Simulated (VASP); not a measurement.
The system is HfO2.

```xyz
12
Lattice="5.2195 0.0000 0.0000 0.0000 5.0048 0.0000 0.0000 0.0000 5.0327" Properties=species:S:1:pos:R:3 pbc="T T T"
Hf    2.7820    1.3387    1.2151
Hf    5.0472    1.3387    3.7314
Hf    0.1723    3.6661    1.2151
Hf    2.4375    3.6661    3.7314
O     4.5298    0.3571    1.9087
O     3.2994    0.3571    4.4251
O     1.2211    2.3028    2.4776
O     1.3886    2.3028    4.9939
O     3.9984    2.7020    4.9939
O     3.8308    2.7020    2.4776
O     1.9201    4.6477    1.9087
O     0.6896    4.6477    4.4251
```

- Program: VASP 6.6.1
- Task: relaxation of cell and atoms
- Functional: PBE
- Potentials or basis: VASP PAW PBE potentials, release 64 (Hf_pv, O)
- Cutoff: 600 eV
- k mesh: 4 × 4 × 4
- Occupations: gaussian, width 0.1 eV
- Spin: no spin polarisation

At the start: pressure 6.1 GPa; volume 10.96 Å³/atom.

Where does the relaxation end?

Over 7 steps the energy falls by 4.9 meV/atom and the volume is 11.22 Å³/atom (+2.4 %); space group Pca2_1 (No. 29, to 0.1 Å) before and after.

The path:
| step | energy change (eV) | largest force (eV/Å) | pressure (GPa) | volume (Å³) |
| --- | --- | --- | --- | --- |
| 1 | 0.0000 | 0.0681 | 6.08 | 131.46 |
| 2 | 0.0779 | 0.2334 | -8.34 | 139.53 |
| 3 | -0.0575 | 0.0782 | -0.04 | 134.58 |
| 4 | -0.0575 | 0.0762 | 0.07 | 134.51 |
| 5 | -0.0583 | 0.0553 | 0.07 | 134.58 |
| 6 | -0.0583 | 0.0487 | 0.07 | 134.57 |
| 7 | -0.0590 | 0.0325 | -0.07 | 134.68 |

Final structure:
```
Hf O
1.0
     5.26135    0.00000    0.00000
     0.00000    5.04370    0.00000
     0.00000    0.00000    5.07542
Hf O
4 8
Direct
  0.53354 0.26713 0.24150
  0.96646 0.26713 0.74150
  0.03354 0.73287 0.24150
  0.46646 0.73287 0.74150
  0.86775 0.07103 0.37967
  0.63225 0.07103 0.87967
  0.23339 0.46052 0.49183
  0.26661 0.46052 0.99183
  0.76661 0.53948 0.99183
  0.73339 0.53948 0.49183
  0.36775 0.92897 0.37967
  0.13225 0.92897 0.87967
```
